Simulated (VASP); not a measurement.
GeCl5:

```
Ge Cl
1.0
     4.59070    0.00000    0.00000
     0.00000    4.59070    0.00000
     0.00000    0.00000    7.69372
Ge Cl
1 5
Direct
  0.50000 0.50000 0.00000
  0.00000 0.50000 0.26817
  0.50000 0.00000 0.26817
  0.00000 0.50000 0.73183
  0.50000 0.00000 0.73183
  0.00000 0.00000 0.50000
```

The cell was generated, and may not be a known phase.

- Program: VASP 6.6.1
- Task: relaxation of cell and atoms
- Functional: PBE
- Potentials or basis: VASP PAW PBE potentials, release 64 (Ge_d, Cl)
- Cutoff: 600 eV
- k mesh: 4 × 4 × 2
- Occupations: gaussian, width 0.1 eV
- Spin: no spin polarisation

At the start: pressure -1.9 GPa; volume 27.02 Å³/atom.

Task: Where does the relaxation end?

Result: Over 15 steps the energy falls by 205.7 meV/atom and the volume is 27.16 Å³/atom (+0.5 %); space group P4/mmm (No. 123, to 0.1 Å) before and after.

Step by step:
```csv
step,energy change (eV),largest force (eV/Å),pressure (GPa),volume (Å³)
1,0.0000,0.9259,-1.87,162.14
2,-0.4156,0.7936,-0.86,154.71
3,-0.7917,0.5717,2.01,141.65
4,-0.7982,0.5319,3.06,138.28
5,-1.0074,0.3907,0.81,146.49
6,-1.0765,0.3856,-0.28,152.22
7,-1.0778,0.2490,-1.65,163.88
8,-1.1014,0.2994,-1.10,157.99
9,-1.1573,0.1163,0.00,155.31
10,-1.1608,0.0472,0.41,154.39
11,-1.1953,0.0477,0.33,156.27
12,-1.2305,0.0205,0.29,160.34
13,-1.2321,0.0652,-0.30,163.89
14,-1.2328,0.0501,-0.09,162.61
15,-1.2341,0.0155,-0.03,162.94
```

Final structure:
```xyz
6
Lattice="4.9327 0.0000 0.0000 0.0000 4.9327 0.0000 0.0000 0.0000 6.6969" Properties=species:S:1:pos:R:3 pbc="T T T"
Ge    2.4663    2.4663    6.6969
Cl    0.0000    2.4663    1.2971
Cl    2.4663    0.0000    1.2971
Cl    4.9327    2.4663    5.3999
Cl    2.4663    0.0000    5.3999
Cl    4.9327    0.0000    3.3485
```

Caveat: the k points lie up to 0.47 Å⁻¹ apart in the final cell, too coarse for converged energies and pressures of a metal; an odd number of electrons without spin polarisation forces a metal; a magnetic or distorted state may lie lower.
